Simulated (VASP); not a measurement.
Write the native input for VASP 6.6.1 that does the following.

* Task: single point
* Functional: PBE
* Potentials or basis: VASP PAW PBE potentials, release 64 (Ba_sv, Zr_sv, O_h)
* Cutoff: 1340 eV
* k mesh: 6 × 6 × 6
* Occupations: gaussian, width 0.01 eV
* Spin: no spin polarisation
* Dipole correction: no
* Further INCAR settings: ALGO = Normal; EDIFF = 1e-06; NBANDS = 28

The structure of BaZrO3 lies in POSCAR:

```
BaZrO3
1.0
    4.2091220657      0.0000000000      0.0000000000
    0.0000000000      4.2091220657      0.0000000000
    0.0000000000      0.0000000000      4.2091220657
Ba Zr O
1 1 3
Direct
    0.0000000000      0.0000000000      0.0000000000
    0.5000000000      0.5000000000      0.5000000000
    0.0000000000      0.5000000000      0.5000000000
    0.5000000000      0.0000000000      0.5000000000
    0.5000000000      0.5000000000      0.0000000000
```

The input as run:

INCAR

```
PREC = Accurate
ENCUT = 1340
EDIFF = 1E-6
ISMEAR = 0
SIGMA = 0.01
LREAL = False
LASPH = True
NELM = 120
ALGO = Normal
ISIF = 2
LWAVE = False
LCHARG = False
GGA = PE
NBANDS = 28
GGA_COMPAT = False
```

KPOINTS

```
Automatic mesh
0
Gamma
  6 6 6
```

Potentials or basis: VASP PAW PBE potentials, release 64 (Ba_sv, Zr_sv, O_h).

Run with:

```bash
$ cat potpaw_PBE.64/Ba_sv/POTCAR potpaw_PBE.64/Zr_sv/POTCAR potpaw_PBE.64/O_h/POTCAR > POTCAR
$ mpirun -np 1 vasp_std > vasp.out
```

It gave:

| Property | Result |
| --- | --- |
| Pressure | 2.8 GPa |
| Band gap on the k mesh | 3.17 eV (least direct gap 3.40 eV) |

Caveat: spin-orbit coupling is left out, which moves the levels of the heavy elements.

It took 74 s on 1 thread of AMD EPYC 9R45 96-Core Processor (Zen 5) (shared host), peak memory 0.44 GiB.
